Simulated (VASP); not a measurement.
A run of VASP 6.6.1 is set up as follows.

The input INCAR:

```
SYSTEM = PtSe2
PREC = Accurate ; ENCUT = 520
EDIFF = 1E-6 ; ISMEAR = 0
SIGMA = 0.05 ; LREAL = .False.
LASPH = .True. ; NELM = 100
ALGO = Normal ; ISIF = 2
LWAVE = .False. ; LCHARG = .False.
LDIPOL = .True. ; IDIPOL = 3
DIPOL = 0.5 0.5 0.394 ; GGA = PE
IVDW = 12 ; NBANDS = 31
```

File KPOINTS:

```
regular mesh
0
Gamma
  9 9 1
  0 0 0
```

The input POSCAR:

```
PtSe2
1.0
    3.7070357954      0.0000000000      0.0000000000
   -1.8535178977      3.2103871715      0.0000000000
    0.0000000000      0.0000000000     22.7981616618
Se Pt
4 2
Direct
    0.6666666667      0.3333333333      0.1973843359
    0.3333333333      0.6666666667      0.3135814605
    0.3333333333      1.1666666667      0.4741207204
    0.0000000000      1.5000000000      0.5903178450
    0.0000000000      0.0000000000      0.2554828982
   -0.3333333333      0.8333333333      0.5322192827
```

Potentials or basis: VASP PAW PBE potentials, release 64 (Se, Pt).

Command:

```sh
$ cat potpaw_PBE.64/Se/POTCAR potpaw_PBE.64/Pt/POTCAR > POTCAR
$ mpirun -np 1 vasp_std > vasp.out
```

Task: What does it give for the band gap on the k mesh?

Result: 1.04 eV (least direct gap 1.20 eV).

Task: What does it give for the largest force?

Result: 0.078 eV/Å.

Forces in eV/Å, atoms in the order of the input:
```
Se  -0.001 -0.001 -0.001
Se  -0.005 -0.003  0.078
Se   0.005  0.003 -0.078
Se   0.001  0.001  0.001
Pt   0.006  0.004  0.066
Pt  -0.006 -0.004 -0.066
```

Caveat: the cell differs from its parent crystal (layers slid over each other); spin-orbit coupling is left out, which moves the levels of the heavy elements.
